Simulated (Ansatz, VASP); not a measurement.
**Ga26P27 in VASP and in Ansatz**

```
Ga P
1.0
     0.00000    8.17575    8.17575
     8.17575    0.00000    8.17575
     8.17575    8.17575    0.00000
Ga P
26 27
Direct
  0.00039 0.00030 0.33071
  0.00047 0.00023 0.66842
  0.00038 0.33059 0.00042
  0.99975 0.33334 0.33342
  0.00038 0.33069 0.66848
  0.00053 0.66831 0.00026
  0.00046 0.66836 0.33083
  0.00002 0.66656 0.66667
  0.33064 0.00032 0.00047
  0.33348 0.99967 0.33341
  0.33086 0.00024 0.66850
  0.33348 0.33332 0.99973
  0.33346 0.33334 0.33345
  0.33301 0.33286 0.66705
  0.33094 0.66836 0.00035
  0.33306 0.66694 0.33297
  0.33308 0.66692 0.66699
  0.66851 0.00030 0.00029
  0.66845 0.00039 0.33088
  0.66670 0.99989 0.66672
  0.66845 0.33084 0.00041
  0.66706 0.33295 0.33302
  0.66706 0.33292 0.66705
  0.66674 0.66664 0.99996
  0.66711 0.66701 0.33295
  0.66675 0.66663 0.66667
  0.08303 0.08301 0.08316
  0.08343 0.08329 0.41654
  0.08334 0.08315 0.75014
  0.08342 0.41645 0.08335
  0.08339 0.41654 0.41666
  0.08308 0.41647 0.75020
  0.08348 0.74985 0.08330
  0.08316 0.75008 0.41657
  0.08321 0.75004 0.75012
  0.41669 0.08327 0.08335
  0.41662 0.08330 0.41669
  0.41660 0.08298 0.75025
  0.41663 0.41655 0.08340
  0.41676 0.41664 0.41674
  0.41677 0.41663 0.74984
  0.41663 0.75014 0.08310
  0.41681 0.74979 0.41668
  0.41664 0.75008 0.75015
  0.74990 0.08339 0.08338
  0.75019 0.08308 0.41662
  0.75023 0.08303 0.75015
  0.75022 0.41655 0.08313
  0.74987 0.41672 0.41674
  0.75023 0.41653 0.75018
  0.75030 0.75012 0.08303
  0.75027 0.75016 0.41656
  0.75007 0.74993 0.75001
```

Alike in both runs: functional PBE; k mesh 1 × 1 × 1; occupations gaussian, width 0.05 eV; collinear spin.

Ansatz relaxed the structure, and its values are those at the end. VASP's run is a single point on that final structure, the one shown.

|  | VASP | Ansatz |
| --- | --- | --- |
| version | VASP 6.6.1 | Ansatz 0.2.0 |
| potentials or method | VASP PAW PBE potentials, release 64 (Ga_d, P), cutoff 520 eV | scalar-relativistic, plane waves, PAW |
| valence electrons in the cell | 473 | 473 |

```tsv
	VASP	Ansatz	Ansatz less VASP
rms of the force components (eV/Å)	0.003	0.003	-0.0004
net moment per atom (μB)	0.06	0.06	0.000
size of the moment on the site where the two differ most (μB)	0.25	0.27	+0.013
```

Site moments also hang on the region over which each program counts them.
